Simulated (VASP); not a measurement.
Wanted: the native input for a VASP 6.6.1 run.

```
Task                   : single point
Functional             : r2SCAN
Potentials or basis    : VASP PAW PBE potentials, release 64 (Sn_d, O)
Cutoff                 : 520 eV
k mesh                 : 6 × 6 × 10
Occupations            : gaussian, width 0.05 eV
Spin                   : no spin polarisation
Dipole correction      : no
Further INCAR settings : ALGO = Normal; EDIFF = 1e-06; NBANDS = 35
```

Crystal: SnO2.

```xyz
6
Lattice="4.6830 0.0000 0.0000 0.0000 4.6833 0.0000 0.0000 0.0000 3.3065" Properties=species:S:1:pos:R:3 pbc="T T T"
Sn    2.3415    2.3416    1.6533
Sn    0.0000    0.0000    0.0000
O     1.4324    1.4329    0.0000
O     3.7739    0.9087    1.6533
O     0.9092    3.7745    1.6533
O     3.2507    3.2504    0.0000
```

This cell differs from its parent crystal: ratio of the length along z to the lengths across it x 1.05, volume and fractional coordinates fixed.

These files were run (other wordings do the same):

POSCAR

```
SnO2
1.0
    4.6830334159      0.0000000000      0.0000000000
    0.0000000000      4.6832690668      0.0000000000
    0.0000000000      0.0000000000      3.3065312275
Sn O
2 4
Direct
    0.5000000000      0.5000000000      0.5000000000
    0.0000000000      0.0000000000      0.0000000000
    0.3058623572      0.3059582262      0.0000000000
    0.8058623572      0.1940417738      0.5000000000
    0.1941376428      0.8059582262      0.5000000000
    0.6941376428      0.6940417738      0.0000000000
```

INCAR.step1

```
SYSTEM = SnO2
PREC = Accurate
ENCUT = 520
ISMEAR = 0
SIGMA = 0.05
LREAL = .False.
LASPH = .True.
NELM = 100
NBANDS = 35
GGA = PE
ALGO = Normal
EDIFF = 1E-4
LWAVE = .True.
LCHARG = .False.
```

INCAR.step2

```
SYSTEM = SnO2
PREC = Accurate
ENCUT = 520
EDIFF = 1E-6
ISMEAR = 0
SIGMA = 0.05
LREAL = .False.
LASPH = .True.
NELM = 100
ALGO = Normal
ISIF = 2
LWAVE = .False.
LCHARG = .False.
METAGGA = R2SCAN
LMIXTAU = .True.
NBANDS = 35
ISTART = 1
```

KPOINTS

```
regular mesh
0
Gamma
  6 6 10
  0 0 0
```

Potentials or basis: VASP PAW PBE potentials, release 64 (Sn_d, O).

Launch:

```bash
$ cat potpaw_PBE.64/Sn_d/POTCAR potpaw_PBE.64/O/POTCAR > POTCAR
$ cp INCAR.step1 INCAR
$ mpirun -np 1 vasp_std > vasp.out
$ cp INCAR.step2 INCAR
$ mpirun -np 1 vasp_std > vasp.out
```

It gave:

| Property | Result |
| --- | --- |
| Pressure | -0.5 GPa |
| Largest force | 0.156 eV/Å |
| Band gap on the k mesh | 1.65 eV, direct |

Caveat: the PAW data sets were made with another functional, which shifts forces and pressure a little; spin-orbit coupling is left out, which moves the levels of the heavy elements.

Wall time 25 min on 1 thread of Oxide Virtual Turin-like Processor, with other jobs on the host, peak memory 0.28 GiB.
